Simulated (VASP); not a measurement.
# KF (R-3m) in VASP: notebook

KF is run at these levels: LDA; tasks: single point.

Everything below comes from runs of VASP 6.6.1. Logs are shortened: lines on timing, memory, paths and dates and some standing lists are left out, and cuts for length are marked.

## 1. The cell of the first run

Symmetry: R-3m, No. 166, trigonal system. The conventional cell has a = 3.574 Å, b = 3.574 Å, c = 9.334 Å, α = 90.00°, β = 90.00°, γ = 120.00°. K (site symmetry -3m) has 6 F at 2.58 Å within 3.4 Å. F (site symmetry -3m) has 6 K at 2.58 Å within 3.4 Å.

## 2. Single point, LDA

INCAR reads:

```
SYSTEM = KF
  ALGO = Normal
  EDIFF = 1E-7
  ENCUT = 520
  ISIF = 2
  ISMEAR = 0
  LASPH = .True.
  LCHARG = .True.
  LELF = .True.
  LREAL = .False.
  LVHAR = .True.
  LWAVE = .False.
  NBANDS = 15
  NELM = 60
  PREC = Accurate
  SIGMA = 0.05
```

KPOINTS reads:

```
k-points
0
Gamma
  8 8 8
  0 0 0
```

POSCAR reads:

```
KF
1.0
    0.1115311695      2.6386724714      2.6386724714
    2.6386724714      0.1115311695      2.6386724714
    2.6386724714      2.6386724714      0.1115311695
K F
1 1
Direct
    0.0000000000      0.0000000000      0.0000000000
    0.5000000000      0.5000000000      0.5000000000
```

Potentials or basis: VASP PAW LDA potentials, release 64 (K_sv, F).

The run is started by

```
> cat potpaw_LDA.64/K_sv/POTCAR potpaw_LDA.64/F/POTCAR > POTCAR
> mpirun -np 1 vasp_std > vasp.out
```

OUTCAR:

```text
SYSTEM = KF
   EDIFF = 1E-7
   ENCUT = 520
   ISIF = 2
   ISMEAR = 0
   LASPH = .True.
   LREAL = .False.
   NELM = 60
   PREC = Accurate

 ion  position               nearest neighbor table
   1  0.000  0.000  0.000-   2 2.58   2 2.58   2 2.58   2 2.58   2 2.58   2 2.58
   2  0.500  0.500  0.500-   1 2.58   1 2.58   1 2.58   1 2.58   1 2.58   1 2.58

  LATTYP: Found a trigonal (rhomboedric) cell.
 ALAT       =     3.7333127413
 COS(alpha) =     0.5417839405

  Lattice vectors:

 A1 = (   0.1115311695,   2.6386724714,   2.6386724714)
 A2 = (   2.6386724714,   0.1115311695,   2.6386724714)
 A3 = (   2.6386724714,   2.6386724714,   0.1115311695)

Analysis of symmetry for initial positions (statically):
=====================================================================
 Subroutine PRICEL returns:
 Original cell was already a primitive cell.

 Routine SETGRP: Setting up the symmetry group for a
 trigonal (rhombohedral) supercell.

 Subroutine GETGRP returns: Found 12 space group operations
 (whereof 12 operations were pure point group operations)
 out of a pool of 12 trial point group operations.

The static configuration has the point symmetry D_3d.

Analysis of symmetry for dynamics (positions and initial velocities):
=====================================================================
 Subroutine PRICEL returns:
 Original cell was already a primitive cell.

 Routine SETGRP: Setting up the symmetry group for a
 trigonal (rhombohedral) supercell.

 Subroutine GETGRP returns: Found 12 space group operations
 (whereof 12 operations were pure point group operations)
 out of a pool of 12 trial point group operations.

The dynamic configuration has the point symmetry D_3d.

 Subroutine INISYM returns: Found 12 space group operations
 (whereof 12 operations are pure point group operations),
 and found     1 'primitive' translations

----------------------------------------------------------------------------------------

                                     Primitive cell

  volume of cell :      34.4158

  direct lattice vectors                    reciprocal lattice vectors
     0.111531169  2.638672471  2.638672471    -0.201946871  0.193757160  0.193757160
     2.638672471  0.111531169  2.638672471     0.193757160 -0.201946871  0.193757160
     2.638672471  2.638672471  0.111531169     0.193757160  0.193757160 -0.201946871

  length of vectors
     3.733312741  3.733312741  3.733312741     0.340391265  0.340391265  0.340391265

  position of ions in fractional coordinates (direct lattice)
     0.000000000  0.000000000  0.000000000
     0.500000000  0.500000000  0.500000000

  ion indices of the primitive-cell ions
   primitive index   ion index
                 1           1
                 2           2

----------------------------------------------------------------------------------------

 KPOINTS: k-points

Automatic generation of k-mesh.
 Grid dimensions read from file:
 generate k-points for:    8    8    8

 Generating k-lattice:

  Cartesian coordinates                     Fractional coordinates (reciprocal lattice)
    -0.025243359  0.024219645  0.024219645     0.125000000  0.000000000  0.000000000
     0.024219645 -0.025243359  0.024219645     0.000000000  0.125000000  0.000000000
     0.024219645  0.024219645 -0.025243359     0.000000000  0.000000000  0.125000000

  Length of vectors
     0.042548908  0.042548908  0.042548908

  Shift w.r.t. Gamma in fractional coordinates (k-lattice)
     0.000000000  0.000000000  0.000000000

 Subroutine IBZKPT returns following result:
 ===========================================

 Found     65 irreducible k-points:

 Following reciprocal coordinates:
            Coordinates               Weight
  0.000000  0.000000  0.000000      1.000000
  0.125000  0.000000  0.000000      6.000000
  0.250000  0.000000  0.000000      6.000000
  0.375000  0.000000  0.000000      6.000000
  0.500000  0.000000  0.000000      3.000000
  0.125000  0.125000  0.000000      6.000000
[... 16 lines left out ...]
  0.250000  0.125000  0.125000      6.000000
  0.375000  0.125000  0.125000      6.000000
 [... further k-points ...]
   k-points           NKPTS =     65   k-points in BZ     NKDIM =     65   number of bands    NBANDS=     15
   number of dos      NEDOS =    301   number of ions     NIONS =      2
   total plane-waves  NPLWV =  21952
   dimension x,y,z NGX =    28 NGY =   28 NGZ =   28
   dimension x,y,z NGXF=    56 NGYF=   56 NGZF=   56
   ions per type =               1   1
   NGX,Y,Z   is equivalent  to a cutoff of  12.47, 12.47, 12.47 a.u.
   NGXF,Y,Z  is equivalent  to a cutoff of  24.94, 24.94, 24.94 a.u.
 SYSTEM =  KF
   PREC   = accura    normal or accurate (medium, high low for compatibility)
   ISTART =      0    job   : 0-new  1-cont  2-samecut
   ICHARG =      2    charge: 1-file 2-atom 10-const
   ISPIN  =      1    spin polarized calculation?
   LNONCOLLINEAR =      F non collinear calculations
   LSORBIT =      F    spin-orbit coupling
   LASPH  =      T    aspherical Exc in radial PAW
   ENCUT  =  520.0 eV  38.22 Ry    6.18 a.u.   6.94  6.94  6.94*2*pi/ulx,y,z
   NELM   =     60;   NELMIN=  2; NELMDL= -5     # of ELM steps
   EDIFF  = 0.1E-06   stopping-criterion for ELM
   LREAL  =      F    real-space projection
   EDIFFG = 0.1E-05   stopping-criterion for IOM
   NSW    =      0    number of steps for IOM
   IBRION =     -1    ionic relax: 0-MD 1-quasi-New 2-CG
   NFREE  =      0    steps in history (QN), initial steepest desc. (CG)
   ISIF   =      2    stress and relaxation
   ISYM   =      2    0-nonsym 1-usesym 2-fastsym
   POTIM  = 0.5000    time-step for ionic-motion
   TEBEG  =    0.0;   TEEND  =   0.0 temperature during run
   PSTRESS=    0.0 pullay stress
   NELECT =      16.0000    total number of electrons
   NUPDOWN=      -1.0000    fix difference up-down
   EMIN   =  10.00;   EMAX   =-10.00  energy-range for DOS
   EFERMI =   0.00;   METHOD = LEGACY
   ISMEAR =     0;   SIGMA  =   0.05  broadening in eV -4-tet -1-fermi 0-gaus
   EFERMI_NEDOS =   21; number of points for ismear=-14 and -15
   IALGO  =     38    algorithm
   IMIX   =      4    mixing-type and parameters
     AMIX     =   0.40;   BMIX     =  1.00
     AMIX_MAG =   1.60;   BMIX_MAG =  1.00
  volume/ion in A,a.u.               =      17.21       116.12
  Fermi-wavevector in a.u.,A,eV,Ry     =   1.268223  2.396595 21.883480  1.608390
  Thomas-Fermi vector in A             =   2.401330
   LORBIT       =      0    0 simple, 1 ext, 2 COOP (PROOUT), +10 PAW based schemes
   GGA     = CA    functional components
   LHFCALC =     F    Hartree Fock is set to
   AEXX    =    0.0000 exact exchange contribution
   IVDW    =     0    specifies the selected vdW correction
   LEPSILON=     F    determine dielectric tensor
   LRPA    =     F    only Hartree local field effects (RPA)
 non-spin polarized calculation
 Gauss-broadening in eV      SIGMA  =   0.05
  energy-cutoff  :      520.00
  volume of cell :       34.42
 maximum number of plane-waves:       944
   NGX = 13   NGY = 13   NGZ = 13

 number of electron      15.9999992 magnetization

 Free energy of the ion-electron system (eV)
  ---------------------------------------------------
  ext. energy  EPLUGINS =         0.00000000
  ---------------------------------------------------
  free energy    TOTEN  =        -9.06292928 eV

  energy without entropy =       -9.06292928  energy(sigma->0) =       -9.06292928

 E-fermi :  -2.6159     XC(G=0):  -9.6141

 val. band max:       -2.8901398722   @ k =   0.0000   0.0000   0.0000
 cond. band min:       3.4130055866   @ k =   0.0000   0.0000   0.0000
 fundamental gap:      6.3031454588
 Fermi energy:        -2.6159307275

 k-point     1 :       0.0000    0.0000    0.0000
  band No.  band energies     occupation
      1     -28.3268      2.00000
      2     -21.1872      2.00000
      3     -11.7411      2.00000
      4     -11.6755      2.00000
      5     -11.6755      2.00000
      6      -2.9537      2.00000
      7      -2.8901      2.00000
      8      -2.8901      2.00000
      9       3.4130      0.00000
     10       7.3901      0.00000
     11       8.0685      0.00000
     12       8.0685      0.00000
     13       9.7682      0.00000
     14       9.7682      0.00000
     15      14.1006      0.00000

 k-point     2 :       0.1250    0.0000    0.0000
  band No.  band energies     occupation
      1     -28.3012      2.00000
      2     -21.2104      2.00000
      3     -11.7491      2.00000
      4     -11.7322      2.00000
      5     -11.6877      2.00000
      6      -3.0798      2.00000
      7      -3.0245      2.00000
      8      -2.9597      2.00000
      9       3.9128      0.00000
     10       7.5438      0.00000
     11       7.8250      0.00000
     12       8.3427      0.00000
     13       9.9181      0.00000
     14       9.9393      0.00000
     15      15.0541      0.00000

 k-point     3 :       0.2500    0.0000    0.0000
  band No.  band energies     occupation
      1     -28.2384      2.00000
      2     -21.2672      2.00000
      3     -11.8948      2.00000
      4     -11.7403      2.00000
      5     -11.7169      2.00000
      6      -3.4525      2.00000
      7      -3.2158      2.00000
      8      -3.1228      2.00000
      9       5.1139      0.00000
     10       7.2490      0.00000
     11       8.3425      0.00000
     12       9.0306      0.00000
     13      10.3866      0.00000
     14      10.4659      0.00000
     15      16.5743      0.00000
[... 343 lines left out ...]
 k-point    23 :       0.2500    0.1250    0.1250
  band No.  band energies     occupation
      1     -28.2710      2.00000
      2     -21.2482      2.00000
      3     -11.8079      2.00000
      4     -11.7687      2.00000
      5     -11.6723      2.00000
      6      -3.3457      2.00000
      7      -3.0910      2.00000
      8      -2.9573      2.00000
      9       4.5204      0.00000
     10       7.0877      0.00000
     11       8.5374      0.00000
     12       8.5421      0.00000
     13      10.2418      0.00000
     14      10.2694      0.00000
     15      15.9205      0.00000

 k-point    24 :       0.3750    0.1250    0.1250
  band No.  band energies     occupation
      1     -28.2088      2.00000
      2     -21.2964      2.00000
      3     -11.9606      2.00000
      4     -11.8176      2.00000
      5     -11.7022      2.00000
      6      -3.6050      2.00000
      7      -3.2427      2.00000
      8      -3.1092      2.00000
      9       5.6691      0.00000
     10       7.0346      0.00000
     11       8.8700      0.00000
     12       9.2548      0.00000
     13      10.7657      0.00000
     14      10.9946      0.00000
     15      16.0092      0.00000

 [... further k-points ...]

------------------------ aborting loop because EDIFF is reached ----------------------------------------

  FORCE on cell =-STRESS in cart. coord.  units (eV):
  Direction    XX          YY          ZZ          XY          YZ          ZX
  --------------------------------------------------------------------------------------
  -------------------------------------------------------------------------------------
  Total        0.0202031      0.0202031      0.0202031     -0.1409685     -0.1409685     -0.1409685
  in kB        0.9405293      0.9405293      0.9405293     -6.5625904     -6.5625904     -6.5625904
  external PRESSURE =       0.9405293 kB  Pullay stress =       0.0000000 kB

 VOLUME and BASIS-vectors are now :
 -----------------------------------------------------------------------------
  energy-cutoff  :      520.00
  volume of cell :       34.42
      direct lattice vectors                 reciprocal lattice vectors
     0.111531169  2.638672471  2.638672471    -0.201946871  0.193757160  0.193757160
     2.638672471  0.111531169  2.638672471     0.193757160 -0.201946871  0.193757160
     2.638672471  2.638672471  0.111531169     0.193757160  0.193757160 -0.201946871

 POSITION                                       TOTAL-FORCE (eV/Angst)
 -----------------------------------------------------------------------------------
      0.00000      0.00000      0.00000        -0.000000      0.000000      0.000000
      2.69444      2.69444      2.69444         0.000000     -0.000000     -0.000000
 -----------------------------------------------------------------------------------
    total drift:                                0.000000      0.000000      0.000000

  FREE ENERGIE OF THE ION-ELECTRON SYSTEM (eV)
  ---------------------------------------------------
  free  energy   TOTEN  =        -9.0629292812 eV

  energy  without entropy=       -9.0629292812  energy(sigma->0) =       -9.06292928
```

Run time: 23 s. Hardware: 1 thread of AMD EPYC 7R13 (Zen 3), shared host; peak memory 0.13 GiB.

What came out:

```yaml
Free_energy: -9.0629 eV
Pressure: 0.1 GPa
Band_gap_on_the_k_mesh: 6.30 eV, direct
```

## 3. Single point, LDA

This run uses another cell than the first one, of the same volume but with other edges.

INCAR reads:

```
ALGO = Normal ; EDIFF = 1E-6
ENCUT = 520 ; GGA = CA
ISIF = 2 ; ISMEAR = 0
LASPH = T ; LCHARG = T
LELF = T ; LREAL = F
LVHAR = T ; LWAVE = F
NBANDS = 15 ; NELM = 60
PREC = Accurate ; SIGMA = 0.05
```

KPOINTS reads:

```
k-points
0
Gamma
  8 8 8
```

POSCAR reads:

```
KF
1.0
   -0.1091919397      2.5282945262      2.5282945262
    2.5282945262     -0.1091919397      2.5282945262
    2.5282945262      2.5282945262     -0.1091919397
K F
1 1
Direct
    0.0000000000      0.0000000000      0.0000000000
    0.5000000000      0.5000000000      0.5000000000
```

Potentials or basis: VASP PAW LDA potentials, release 64 (K_sv, F).

The run is started by

```
> cat potpaw_LDA.64/K_sv/POTCAR potpaw_LDA.64/F/POTCAR > POTCAR
> mpirun -np 1 vasp_std > vasp.out
```

Wall time 22 s (1 thread of AMD EPYC 7R13 (Zen 3), shared host); peak memory 0.13 GiB.

It converged, with:

```
Free energy            : -9.0645 eV
Pressure               : 0.1 GPa
Band gap on the k mesh : 6.29 eV, direct
```

Stress tensor (GPa, compression positive):
```
0.10 0.48 0.48
0.48 0.10 0.48
0.48 0.48 0.10
```

Levels at points of the mesh, in eV from the valence-band top:
| k point | band 6 | band 7 | band 8 | band 9 | band 10 | band 11 |
| --- | --- | --- | --- | --- | --- | --- |
| (0.00, 0.00, 0.00) | -0.05 | -0.05 | 0.00 | 6.29 | 10.46 | 10.46 |
| (0.50, 0.00, 0.00) | -1.01 | -0.53 | -0.41 | 9.09 | 10.89 | 12.03 |
| (0.50, 0.50, 0.00) | -0.19 | -0.09 | -0.04 | 7.90 | 10.62 | 12.20 |
| (0.50, 0.50, 0.50) | -1.02 | -0.59 | -0.59 | 9.28 | 11.15 | 12.48 |

## 4. Single point, LDA

This run uses another cell than the first one, of 17.76 Å³/atom, 1.032 times its volume.

INCAR reads:

```
SYSTEM = KF
  PREC = Accurate
  ENCUT = 520
  EDIFF = 1E-6
  ISMEAR = 0
  SIGMA = 0.05
  LREAL = .FALSE.
  LASPH = .TRUE.
  NELM = 80
  ALGO = Normal
  ISIF = 2
  LWAVE = .FALSE.
  LCHARG = .FALSE.
  GGA = CA
  NBANDS = 15
```

KPOINTS reads:

```
Automatic mesh
0
G
  8 8 8
  0 0 0
```

POSCAR reads:

```
KF
1.0
    0.1414029317      2.6815753566      2.6815753566
    2.6815753566      0.1414029317      2.6815753566
    2.6815753566      2.6815753566      0.1414029317
K F
1 1
Direct
    0.0000000000      0.0000000000      0.0000000000
    0.5000000000      0.5000000000      0.5000000000
```

Potentials or basis: VASP PAW LDA potentials, release 64 (K_sv, F).

The run is started by

```
> cat potpaw_LDA.64/K_sv/POTCAR potpaw_LDA.64/F/POTCAR > POTCAR
> mpirun -np 1 vasp_std > vasp.out
```

OUTCAR:

```text
SYSTEM = KF
   PREC = Accurate
   ENCUT = 520
   EDIFF = 1E-6
   ISMEAR = 0
   LREAL = .FALSE.
   LASPH = .TRUE.
   NELM = 80
   ISIF = 2
   GGA = CA

 ion  position               nearest neighbor table
   1  0.000  0.000  0.000-   2 2.61   2 2.61   2 2.61   2 2.61   2 2.61   2 2.61
   2  0.500  0.500  0.500-   1 2.61   1 2.61   1 2.61   1 2.61   1 2.61   1 2.61

  LATTYP: Found a trigonal (rhomboedric) cell.
 ALAT       =     3.7949555433
 COS(alpha) =     0.5519638991

  Lattice vectors:

 A1 = (   0.1414029317,   2.6815753566,   2.6815753566)
[... 619 lines left out ...]

  FORCE on cell =-STRESS in cart. coord.  units (eV):
  Direction    XX          YY          ZZ          XY          YZ          ZX
  --------------------------------------------------------------------------------------
  -------------------------------------------------------------------------------------
  Total       -0.2781167     -0.2781167     -0.2781167     -0.1965358     -0.1965358     -0.1965358
  in kB      -12.5455338    -12.5455338    -12.5455338     -8.8655093     -8.8655093     -8.8655093
  external PRESSURE =     -12.5455338 kB  Pullay stress =       0.0000000 kB

 VOLUME and BASIS-vectors are now :
 -----------------------------------------------------------------------------
  energy-cutoff  :      520.00
  volume of cell :       35.52
      direct lattice vectors                 reciprocal lattice vectors
     0.141402932  2.681575357  2.681575357    -0.201893451  0.191780612  0.191780612
     2.681575357  0.141402932  2.681575357     0.191780612 -0.201893451  0.191780612
     2.681575357  2.681575357  0.141402932     0.191780612  0.191780612 -0.201893451

 POSITION                                       TOTAL-FORCE (eV/Angst)
 -----------------------------------------------------------------------------------
      0.00000      0.00000      0.00000         0.000000     -0.000000      0.000000
      2.75228      2.75228      2.75228        -0.000000      0.000000     -0.000000
 -----------------------------------------------------------------------------------
    total drift:                                0.000000      0.000000      0.000000

  FREE ENERGIE OF THE ION-ELECTRON SYSTEM (eV)
  ---------------------------------------------------
  free  energy   TOTEN  =        -9.0547098717 eV

  energy  without entropy=       -9.0547098717  energy(sigma->0) =       -9.05470987
```

Run time: 20 s. Hardware: 1 thread of AMD EPYC 7R13 (Zen 3), shared host; peak memory 0.13 GiB.

What came out:

```
Free energy            : -9.0547 eV
Pressure               : -1.3 GPa
Band gap on the k mesh : 6.11 eV, direct
```

A k mesh can miss the band edges. A hybrid or GW would open this gap; LDA tends to underestimate it.

## 5. Single point, LDA

This run uses another cell than the first one, of 17.76 Å³/atom, 1.032 times its volume.

INCAR reads:

```
PREC = Accurate
ENCUT = 520
EDIFF = 1E-6
ISMEAR = 0
SIGMA = 0.05
LREAL = False
LASPH = True
NELM = 100
ALGO = Normal
ISIF = 2
LWAVE = False
LCHARG = False
NBANDS = 15
```

KPOINTS reads:

```
Automatic mesh
0
Gamma
  8 8 8
```

POSCAR reads:

```
KF
1.0
   -0.1375535284      2.5420606603      2.5420606603
    2.5420606603     -0.1375535284      2.5420606603
    2.5420606603      2.5420606603     -0.1375535284
K F
1 1
Direct
    0.0000000000      0.0000000000      0.0000000000
    0.5000000000      0.5000000000      0.5000000000
```

The run is started by

```
> cat potpaw_LDA.64/K_sv/POTCAR potpaw_LDA.64/F/POTCAR > POTCAR
> mpirun -np 1 vasp_std > vasp.out
```

It took 21 s on 1 thread of AMD EPYC 7R13 (Zen 3), shared host; peak memory 0.13 GiB.

Results (log left out):

| Property | Result |
| --- | --- |
| Free energy | -9.0578 eV |
| Pressure | -1.3 GPa |
| Band gap on the k mesh | 6.10 eV, direct |

Stress tensor (GPa, compression positive):
```
-1.26  0.62  0.62
 0.62 -1.26  0.62
 0.62  0.62 -1.26
```

Levels at points of the mesh, in eV from the valence-band top:
```csv
k point,band 6,band 7,band 8,band 9,band 10,band 11
"(0.00, 0.00, 0.00)",-0.07,-0.07,0.00,6.10,10.30,10.30
"(0.50, 0.00, 0.00)",-0.99,-0.51,-0.37,8.93,10.62,11.78
"(0.50, 0.50, 0.00)",-0.23,-0.12,-0.05,7.88,10.41,11.93
"(0.50, 0.50, 0.50)",-0.99,-0.59,-0.59,9.16,10.94,12.32
```

## 6. Overview

| cell | gap on the mesh (eV) | pressure (GPa) |
| --- | --- | --- |
| a = 3.733 Å, angles 57.2°, 2 atoms | 6.30 | 0.1 |
| a = 3.577 Å, angles 62.8°, 2 atoms | 6.29 | 0.1 |
| a = 3.795 Å, angles 56.5°, 2 atoms | 6.11 | -1.3 |
| a = 3.598 Å, angles 63.6°, 2 atoms | 6.10 | -1.3 |

Alike in all rows: task single point; level LDA; potentials or basis VASP PAW LDA potentials, release 64 (K_sv, F); no spin polarisation; k mesh 8 × 8 × 8; cutoff (eV) 520; smearing gaussian 0.05 eV.

Absolute energies hang on the potentials; compare differences alone.
